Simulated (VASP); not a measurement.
Na2P3:

```
Na P
1.0
     1.80510    1.04217    8.36754
    -1.80510    1.04217    8.36754
     0.00000   -2.08435    8.36754
Na P
2 3
Direct
  0.40000 0.40000 0.40000
  0.60000 0.60000 0.60000
  0.00000 0.00000 0.00000
  0.20950 0.20950 0.20950
  0.79050 0.79050 0.79050
```

- Program: VASP 6.6.1
- Task: relaxation of cell and atoms
- Functional: PBE
- Potentials or basis: VASP PAW PBE potentials, release 64 (Na_pv, P)
- Cutoff: 600 eV
- k mesh: 6 × 6 × 6
- Occupations: gaussian, width 0.1 eV
- Spin: no spin polarisation

At the start: pressure 6.3 GPa; volume 18.89 Å³/atom.

Question: How do energy, volume and symmetry change on relaxing?

Answer: Over 19 steps the energy falls by 974.4 meV/atom and the volume is 20.57 Å³/atom (+8.9 %); space group R-3m (No. 166, to 0.05 Å).

The path:
```csv
step,energy change (eV),largest force (eV/Å),pressure (GPa),volume (Å³)
1,0.0000,4.5939,6.25,94.45
2,-2.2366,3.9626,-1.48,104.85
3,-3.2416,2.6429,-3.73,113.82
4,-3.2598,0.2529,-4.58,133.11
5,-3.5434,0.7055,-4.49,124.27
6,-3.5560,1.1578,-4.38,121.19
7,-4.0809,0.5248,-0.41,110.50
8,-4.0880,0.6040,0.17,109.40
9,-4.3763,0.9973,0.10,108.06
10,-4.8289,0.7473,0.74,102.10
11,-4.8308,0.7579,0.64,102.55
12,-4.7970,1.0706,-2.01,104.86
13,-4.8585,0.2165,-0.56,103.47
14,-4.8672,0.1181,0.14,101.76
15,-4.8673,0.1020,0.27,101.52
16,-4.8706,0.0468,0.24,101.97
17,-4.8711,0.0697,0.24,102.20
18,-4.8713,0.0993,-0.32,103.39
19,-4.8719,0.0220,-0.05,102.84
```

Final structure:
```cif
data_structure
_symmetry_space_group_name_H-M 'P 1'
_symmetry_Int_Tables_number 1
_cell_length_a 10.4246
_cell_length_b 10.4246
_cell_length_c 10.4246
_cell_angle_alpha 18.803
_cell_angle_beta 18.803
_cell_angle_gamma 18.803
_cell_volume 102.84
loop_
_atom_site_label
_atom_site_type_symbol
_atom_site_fract_x
_atom_site_fract_y
_atom_site_fract_z
_atom_site_occupancy
Na1 Na 0.39930 0.39930 0.39930 1
Na2 Na 0.60070 0.60070 0.60070 1
P1 P 0.00000 0.00000 0.00000 1
P2 P 0.18506 0.18506 0.18506 1
P3 P 0.81494 0.81494 0.81494 1
```
